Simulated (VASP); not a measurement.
Write the native input for VASP 6.6.1 that does the following.

| Quantity | Value |
| --- | --- |
| Task | single point |
| Functional | PBE |
| Potentials or basis | VASP PAW PBE potentials, release 64 (Rb_sv, Na_pv, Pt) |
| Cutoff | 520 eV |
| k mesh | 10 × 10 × 10 |
| Occupations | gaussian, width 0.1 eV |
| Spin | no spin polarisation |
| Dipole correction | no |
| k mesh for the DOS | 15 × 15 × 15 |
| Occupations for the DOS | tetrahedron |
| Further INCAR settings | ALGO = Fast; EDIFF = 1e-06; NBANDS = 26 |

Crystal: Rb2NaPt.

```
CELL_PARAMETERS angstrom
-3.39543 3.39543 3.26126
3.39543 -3.39543 3.26126
3.39543 3.39543 -3.26126
ATOMIC_POSITIONS crystal
Rb 0.50000 0.00000 0.50000
Rb 0.00000 0.50000 0.50000
Na 0.50000 0.50000 0.00000
Pt 0.00000 0.00000 0.00000
```

One way to write it, as run:

POSCAR

```
Rb2NaPt
1.0
   -3.3954328463      3.3954328463      3.2612636202
    3.3954328463     -3.3954328463      3.2612636202
    3.3954328463      3.3954328463     -3.2612636202
Rb Na Pt
2 1 1
Direct
    0.5000000000      0.0000000000      0.5000000000
    0.0000000000      0.5000000000      0.5000000000
    0.5000000000      0.5000000000      0.0000000000
    0.0000000000      0.0000000000      0.0000000000
```

INCAR.step1

```
SYSTEM = Rb2NaPt
ALGO     = Fast           ! electronic algorithm
EDIFF    = 1E-6           ! SCF threshold, eV
ENCUT    = 520            ! plane-wave cutoff, eV
GGA      = PE             ! functional
ISIF     = 2              ! what is computed and relaxed
ISMEAR   = 0              ! smearing method
LASPH    = .True.         ! aspherical terms in the spheres
LCHARG   = .True.         ! write CHGCAR
LMAXMIX  = 4              ! l up to which the mixer works
LREAL    = .False.        ! projectors in reciprocal space
LWAVE    = .False.        ! write WAVECAR
NBANDS   = 26             ! bands
NELM     = 100            ! most SCF steps
PREC     = Accurate       ! precision mode
SIGMA    = 0.1            ! smearing width, eV
```

KPOINTS.step1

```
k-points
0
Gamma
  10 10 10
  0 0 0
```

INCAR.step2

```
SYSTEM = Rb2NaPt
ALGO     = Fast           ! electronic algorithm
EDIFF    = 1E-6           ! SCF threshold, eV
ENCUT    = 520            ! plane-wave cutoff, eV
GGA      = PE             ! functional
ICHARG   = 11             ! starting density
ISIF     = 2              ! what is computed and relaxed
ISMEAR   = -5             ! smearing method
LASPH    = .True.         ! aspherical terms in the spheres
LCHARG   = .False.        ! write CHGCAR
LMAXMIX  = 4              ! l up to which the mixer works
LORBIT   = 11             ! projections on sites
LREAL    = .False.        ! projectors in reciprocal space
LWAVE    = .False.        ! write WAVECAR
NBANDS   = 26             ! bands
NEDOS    = 2001           ! points of the DOS
NELM     = 100            ! most SCF steps
PREC     = Accurate       ! precision mode
SIGMA    = 0.1            ! smearing width, eV
```

KPOINTS.step2

```
k-points
0
Gamma
  15 15 15
  0 0 0
```

Potentials or basis: VASP PAW PBE potentials, release 64 (Rb_sv, Na_pv, Pt).

The run is started by

```sh
$ cat potpaw_PBE.64/Rb_sv/POTCAR potpaw_PBE.64/Na_pv/POTCAR potpaw_PBE.64/Pt/POTCAR > POTCAR
$ cp INCAR.step1 INCAR
$ cp KPOINTS.step1 KPOINTS
$ mpirun -np 1 vasp_std > vasp.out
$ cp INCAR.step2 INCAR
$ cp KPOINTS.step2 KPOINTS
$ mpirun -np 1 vasp_std > vasp.out
```

Results of the run:

```yaml
Valence_electrons_inside_the_program's_atomic_spheres: Rb 7.32; Na 6.08; Pt 9.04
```

Run time: 58 min on 1 thread of Intel(R) Xeon(R) Platinum 8488C (Sapphire Rapids), with other jobs on the host, peak memory 1.1 GiB.
